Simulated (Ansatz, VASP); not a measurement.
# One calculation of MgO, two programs

POSCAR

```
MgO
1.0
    2.9380209034      0.0000000000      0.0000000000
   -1.4690104517      2.5444007392      0.0000000000
    0.0000000000      0.0000000000      2.6796800000
Mg O
1 1
Direct
    0.0000000000      0.0000000000      0.0000000000
    0.3333333333      0.6666666667      0.5000000000
```

Contents of INCAR.step1:

```
ALGO = Normal ; EDIFF = 1E-5
ENCUT = 520 ; GGA = PE
ISIF = 2 ; ISMEAR = -1
LASPH = True ; LCHARG = False
LREAL = False ; LWAVE = True
NBANDS = 11 ; NELM = 80
PREC = Accurate ; SIGMA = 0.05
```

The input INCAR.step2:

```
AEXX = 0.25 ; ALGO = Normal
EDIFF = 1E-6 ; ENCUT = 520
GGA = PE ; HFSCREEN = 0.1
ISIF = 2 ; ISMEAR = -1
ISTART = 1 ; LASPH = True
LCHARG = False ; LHFCALC = True
LREAL = False ; LWAVE = False
NBANDS = 11 ; NELM = 80
PREC = Accurate ; PRECFOCK = Normal
SIGMA = 0.05
```

The input KPOINTS:

```
k-points
0
Gamma
  5 5 5
```

Contents of input.yaml:

```yaml
crystal:
  lattice:
    - [2.9380209034, 0.0, 0.0]
    - [-1.4690104517, 2.5444007392, 0.0]
    - [0.0, 0.0, 2.67968]
  atoms:
    - { symbol: Mg, position: [0.0, 0.0, 0.0] }
    - { symbol: O, position: [0.3333333333, 0.6666666667, 0.5] }
hamiltonian:
  xc: { exchange: pbe, correlation: pbe, exx: { coeff: 0.25, omega: 0.1 } }
  pseudopotentials: { kind: paw }
kpoints:
  mp_grid: { grid: [5, 5, 5] }
scf:
  occupations: { method: fermi_dirac, width: 0.05 }
output:
  forces: true
  stress: true
  eigenvalues: true
```

Alike in both runs: task single point; functional PBE-based screened hybrid with a share of 0.25 of exact exchange and HFSCREEN = 0.1; k mesh 5 × 5 × 5; occupations fermi-dirac, width 0.05 eV; no spin polarisation.

```csv
,VASP,Ansatz
version,VASP 6.6.1,Ansatz 0.2.0
potentials or method,"VASP PAW PBE potentials, release 64 (Mg, O)",Ansatz PAW
plane-wave cutoff (eV),520,420
valence electrons in the cell,8,16
```

VASP gave:

| Property | Result |
| --- | --- |
| gap on the k mesh at the Fermi level (eV) | 4.94 |
| least direct gap on the mesh (eV) | 5.35 |
| pressure (GPa) | -6.2 |
| traceless stress, the component that is largest in VASP (GPa) | -0.93 |

What did Ansatz give for the same quantities?

gap on the k mesh at the Fermi level (eV): 4.97; least direct gap on the mesh (eV): 5.37; pressure (GPa): -5.8; traceless stress, the component that is largest in VASP (GPa): -0.90.

VASP's potentials were made for PBE, not for PBE-based screened hybrid. VASP's potentials hold 8 valence electrons a cell and Ansatz's 16, so a difference there can come from the potentials and not from the codes.

The k mesh is coarse, so the values compare programs but aren't converged. Noted on Ansatz's run: odd divisions of the mesh miss points on the zone boundary, where band edges often lie, so the gap on the mesh can be too wide.
